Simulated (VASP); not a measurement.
## LiTlS2: single point with PBE

The system is LiTlS2.

```
Li S Tl
1.0
     4.06677    0.00000    0.00000
     0.00000    4.06677    0.00000
     0.00000    0.00000    5.71878
Li S Tl
1 2 1
Direct
  0.00000 0.00000 0.00000
  0.00000 0.50000 0.23090
  0.50000 0.00000 0.76910
  0.50000 0.50000 0.50000
```

| Quantity | Value |
| --- | --- |
| Program | VASP 6.6.1 |
| Task | single point |
| Functional | PBE |
| Potentials or basis | VASP PAW PBE potentials, release 64 (Li_sv, S, Tl_d) |
| Cutoff | 520 eV |
| k mesh | 6 × 6 × 4 |
| Occupations | gaussian, width 0.01 eV |
| Spin | no spin polarisation |
| Dipole correction | no |
| Further INCAR settings | ALGO = Normal; EDIFF = 1e-06; NBANDS = 22 |

```
Largest force          : 0.163 eV/Å
Band gap on the k mesh : 0.93 eV
```

Forces in eV/Å, atoms in the order of the input:
```
Li   0.000  0.000  0.000
S    0.000  0.000 -0.163
S    0.000  0.000  0.163
Tl   0.000  0.000  0.000
```

Levels at points of the mesh, in eV from the valence-band top:
| k point | band 11 | band 12 | band 13 | band 14 | band 15 | band 16 | band 17 | band 18 |
| --- | --- | --- | --- | --- | --- | --- | --- | --- |
| (0.00, 0.00, 0.00) | -1.67 | -0.20 | 0.00 | 0.00 | 0.93 | 3.73 | 5.89 | 6.48 |
| (0.50, 0.00, 0.00) | -1.99 | -1.58 | -0.94 | -0.45 | 2.63 | 5.93 | 5.94 | 6.89 |
| (0.50, 0.50, 0.00) | -1.88 | -1.70 | -1.70 | -1.11 | 2.18 | 3.74 | 3.74 | 7.16 |
| (0.00, 0.00, 0.50) | -1.20 | -1.20 | -0.65 | -0.65 | 2.44 | 3.96 | 5.54 | 7.42 |
| (0.50, 0.00, 0.50) | -0.87 | -0.80 | -0.55 | -0.45 | 1.35 | 5.49 | 6.33 | 6.73 |
| (0.50, 0.50, 0.50) | -2.03 | -2.03 | -1.62 | -1.45 | 3.50 | 5.58 | 5.58 | 7.74 |

Run time: 57 s on 1 thread of Intel(R) Xeon(R) Platinum 8259CL CPU @ 2.50GHz (Skylake/Cascade Lake) (shared host), peak memory 0.23 GiB.

Caveat: spin-orbit coupling is left out, which moves the levels of the heavy elements. A k mesh can miss the band edges.
